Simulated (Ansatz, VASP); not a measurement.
# AgI in VASP and in Ansatz

INCAR

```
PREC = Accurate ; ENCUT = 500
EDIFF = 1E-6 ; ISMEAR = 0
SIGMA = 0.01 ; LREAL = F
LASPH = T ; NELM = 120
ALGO = Normal ; ISIF = 2
LWAVE = F ; LCHARG = F
GGA = PE ; IVDW = 12
NBANDS = 16 ; GGA_COMPAT = F
```

The input KPOINTS:

```
Automatic mesh
0
Gamma
  5 5 5
```

Contents of POSCAR:

```
AgI
1.0
    0.0000000000      3.2365000000      3.2365000000
    3.2365000000      0.0000000000      3.2365000000
    3.2365000000      3.2365000000      0.0000000000
Ag I
1 1
Direct
    0.0000000000      0.0000000000      0.0000000000
    0.2500000000      0.2500000000      0.2500000000
```

Input for Ansatz:

```yaml
crystal:
  lattice:
    - [0.0, 3.2365, 3.2365]
    - [3.2365, 0.0, 3.2365]
    - [3.2365, 3.2365, 0.0]
  atoms:
    - { symbol: Ag, position: [0.0, 0.0, 0.0] }
    - { symbol: I, position: [0.25, 0.25, 0.25] }
basis:
  ecutwfc: 450.0
kpoints:
  mp_grid:
    grid: [5, 5, 5]
hamiltonian:
  xc: pbe
  dispersion: d3bj
scf:
  n_extra_bands: 6
  lower_state_search: light
  occupations:
    method: fixed
output:
  stress: true
```

Alike in both runs: task single point; functional PBE; dispersion D3(BJ); k mesh 5 × 5 × 5; no spin polarisation.

|  | VASP | Ansatz |
| --- | --- | --- |
| version | VASP 6.6.1 | Ansatz 0.2.0 |
| potentials or method | VASP PAW PBE potentials, release 64 (Ag, I), cutoff 500 eV | plane waves, PAW |
| occupations | gaussian, width 0.01 eV | fixed |
| valence electrons in the cell | 18 | 36 |

```tsv
	VASP	Ansatz	Ansatz less VASP
pressure (GPa)	0.4	0.4	+0.05
```

VASP's potentials hold 18 valence electrons a cell and Ansatz's 36, so a difference there can come from the potentials and not from the codes.

Neither program's run includes spin-orbit coupling.
